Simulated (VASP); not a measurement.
BAs:

```
CELL_PARAMETERS angstrom
0.00000 2.38394 2.38394
2.38394 0.00000 2.38394
2.38394 2.38394 0.00000
ATOMIC_POSITIONS crystal
B 0.00000 0.00000 0.00000
As 0.75000 0.75000 0.75000
```

Base run:

* Program: VASP 6.6.1
* Functional: PBEsol
* Potentials or basis: VASP PAW PBE potentials, release 64 (B, As)
* Cutoff: 520 eV
* k mesh: 10 × 10 × 10
* Occupations: gaussian, width 0.01 eV
* Spin: no spin polarisation

Its results: band gap on the k mesh 1.07 eV, indirect (least direct gap 3.25 eV); pressure 0.9 GPa.

Task: The run is repeated on the same cell with these changes: potentials or basis from VASP PAW PBE potentials, release 64 (B, As) to VASP PAW PBE potentials, release 64 (B, As_d); cutoff from 520 eV to 600 eV; further incar settings from ALGO = Normal; EDIFF = 1e-06; NBANDS = 11 to ALGO = Normal; EDIFF = 1e-06; NBANDS = 16; valence electrons from 8 to 18. What comes out?

Result: Band gap on the k mesh 1.08 eV, indirect (least direct gap 3.25 eV); pressure -0.2 GPa.

Caveats: the PAW data sets were made with another functional, which shifts forces and pressure a little.

A k mesh can miss the band edges.
